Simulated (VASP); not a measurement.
## TiPt3: relaxation of cell and atoms with PBE+D4

Crystal: TiPt3.

```
Ti Pt
1.0
     3.90978    0.00000    0.00000
     0.00000    3.90978    0.00000
     0.00000    0.00000    3.90978
Ti Pt
1 3
Direct
  0.00000 0.00000 0.00000
  0.00000 0.50000 0.50000
  0.50000 0.00000 0.50000
  0.50000 0.50000 0.00000
```

```yaml
Program: VASP 6.6.1
Task: relaxation of cell and atoms
Functional: PBE
Dispersion: D4
Potentials_or_basis: VASP PAW PBE potentials, release 64 (Ti_sv, Pt)
Cutoff: 600 eV
k_mesh: 5 × 5 × 5
Occupations: fermi-dirac, width 0.1 eV
Spin: no spin polarisation
Dipole_correction: no
Further_INCAR_settings: ALGO = Normal; EDIFF = 1e-06; IBRION = 2; EDIFFG = -0.01; NSW = 60; ISIF = 3
```

- Relaxed volume: 14.98 Å³/atom
- Relaxed cell: a = 3.913 Å, b = 3.913 Å, c = 3.913 Å, α = 90.00°, β = 90.00°, γ = 90.00°
- Space group after relaxing (to 0.05 Å): Pm-3m (No. 221)
- Energy gained by relaxing: 0.1 meV/atom
- Ionic steps: 3
- Pressure after relaxing: 0.0 GPa
- Band gap on the k mesh: zero (band 21 reaches 13.04 eV, above the bottom of band 22 at 11.64 eV)
- Dispersion energy per atom: -0.627 eV

Step by step:
| step | energy change (eV) | largest force (eV/Å) | pressure (GPa) | volume (Å³) |
| --- | --- | --- | --- | --- |
| 1 | 0.0000 | 0.0000 | 0.64 | 59.77 |
| 2 | 0.0015 | 0.0000 | -1.53 | 60.28 |
| 3 | -0.0003 | 0.0000 | 0.00 | 59.91 |

Final structure:
```
Ti Pt
1.0
     3.91292    0.00000    0.00000
     0.00000    3.91292    0.00000
     0.00000    0.00000    3.91292
Ti Pt
1 3
Direct
  0.00000 0.00000 0.00000
  0.00000 0.50000 0.50000
  0.50000 0.00000 0.50000
  0.50000 0.50000 0.00000
```

Levels at points of the mesh, in eV from the Fermi level:
```
           k point  band 17  band 18  band 19  band 20  band 21  band 22  band 23  band 24  band 25
(0.00, 0.00, 0.00)    -0.52     0.04     0.04     0.04     1.42     1.42     1.62     1.62     1.62
```

It took 25 s on 1 thread of Intel(R) Xeon(R) 6975P-C (Granite Rapids) (shared host), peak memory 0.19 GiB.

Caveat: spin-orbit coupling is left out, which moves the levels of the heavy elements; pairwise dispersion overbinds metals, which lowers pressure and volume.
